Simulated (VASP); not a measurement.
Write the native input for VASP 6.6.1 that does the following.

- Task: single point
- Functional: r2SCAN
- Potentials or basis: VASP PAW PBE potentials, release 64 (Ti_sv, Te)
- Cutoff: 520 eV
- k mesh: 6 × 6 × 4
- Occupations: gaussian, width 0.1 eV
- Spin: no spin polarisation
- Dipole correction: no
- Further INCAR settings: ALGO = Normal; EDIFF = 1e-07; NBANDS = 19

The system is TiTe2.

```
Ti Te
1.0
     3.77700    0.00000    0.00000
    -1.88850    3.27098    0.00000
     0.00000    0.00000    6.49800
Ti Te
1 2
Direct
  0.00000 0.00000 0.00000
  0.66667 0.33333 0.26280
  0.33333 0.66667 0.73720
```

One way to write it, as run:

POSCAR

```
TiTe2
1.0
    3.7770000000      0.0000000000      0.0000000000
   -1.8885000000      3.2709779501      0.0000000000
    0.0000000000      0.0000000000      6.4980000000
Ti Te
1 2
Direct
    0.0000000000      0.0000000000      0.0000000000
    0.6666666667      0.3333333333      0.2628000000
    0.3333333333      0.6666666667      0.7372000000
```

INCAR.step1

```
PREC = Accurate
ENCUT = 520
ISMEAR = 0
SIGMA = 0.1
LREAL = False
LASPH = True
NELM = 80
NBANDS = 19
GGA = PE
ALGO = Normal
EDIFF = 1E-4
LWAVE = True
LCHARG = False
```

INCAR.step2

```
PREC = Accurate
ENCUT = 520
EDIFF = 1E-7
ISMEAR = 0
SIGMA = 0.1
LREAL = False
LASPH = True
NELM = 80
ALGO = Normal
ISIF = 2
LWAVE = False
LCHARG = True
METAGGA = R2SCAN
LMIXTAU = True
LELF = True
LVHAR = True
NBANDS = 19
ISTART = 1
```

KPOINTS

```
Automatic mesh
0
Gamma
  6 6 4
```

Potentials or basis: VASP PAW PBE potentials, release 64 (Ti_sv, Te).

Command:

```sh
$ cat potpaw_PBE.64/Ti_sv/POTCAR potpaw_PBE.64/Te/POTCAR > POTCAR
$ cp INCAR.step1 INCAR
$ mpirun -np 1 vasp_std > vasp.out
$ cp INCAR.step2 INCAR
$ mpirun -np 1 vasp_std > vasp.out
```

Results of the run:

The pressure is 1.0 GPa. The largest force is 0.207 eV/Å. The band gap on the k mesh is zero (bands 12 and 13 overlap by 0.65 eV).

Caveat: the PAW data sets were made with another functional, which shifts forces and pressure a little; spin-orbit coupling is left out, which moves the levels of the heavy elements.

Run time: 3.3 min on 1 thread of Intel Xeon 8259CL, on a shared host, peak memory 0.21 GiB.
